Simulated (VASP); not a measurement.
The system is SrLi3.

```
CELL_PARAMETERS angstrom
4.06920 0.00000 0.00000
0.00000 4.06920 0.00000
0.00000 0.00000 4.06920
ATOMIC_POSITIONS crystal
Li 0.00000 0.50000 0.50000
Li 0.50000 0.00000 0.50000
Li 0.50000 0.50000 0.00000
Sr 0.00000 0.00000 0.00000
```

* Program: VASP 6.6.1
* Task: relaxation of cell and atoms
* Functional: PBE
* Potentials or basis: VASP PAW PBE potentials, release 64 (Li_sv, Sr_sv)
* Cutoff: 600 eV
* k mesh: 4 × 4 × 4
* Occupations: gaussian, width 0.1 eV
* Spin: no spin polarisation

At the start: pressure 18.7 GPa; volume 16.84 Å³/atom.

**Question.** How do energy, volume and symmetry change on relaxing?

**Answer.** Over 5 steps the energy falls by 563.3 meV/atom and the volume is 28.73 Å³/atom (+70.6 %); space group Pm-3m (No. 221, to 0.1 Å) before and after.

Step by step:
```
step  energy change (eV)  largest force (eV/Å)  pressure (GPa)  volume (Å³)
   1              0.0000                0.0000           18.66        67.38
   2             -1.6977                0.0000            7.70        88.38
   3             -2.0767                0.0000           -2.72       133.87
   4             -2.2517                0.0000           -0.30       116.58
   5             -2.2532                0.0000            0.01       114.92
```

Final structure:
```
Li Sr
1.0
     4.86187    0.00000    0.00000
     0.00000    4.86187    0.00000
     0.00000    0.00000    4.86187
Li Sr
3 1
Cartesian
  0.0000 2.4309 2.4309
  2.4309 0.0000 2.4309
  2.4309 2.4309 0.0000
  0.0000 0.0000 0.0000
```

Caveat: the k points lie up to 0.32 Å⁻¹ apart in the final cell, too coarse for converged energies and pressures of a metal; the cutoff is under 1.25 times the usual one of these potentials, so pressure, stress and relaxed cells hold a basis-set (Pulay) error; the volume moved by over 15 % at a fixed basis, so the end points are rough.
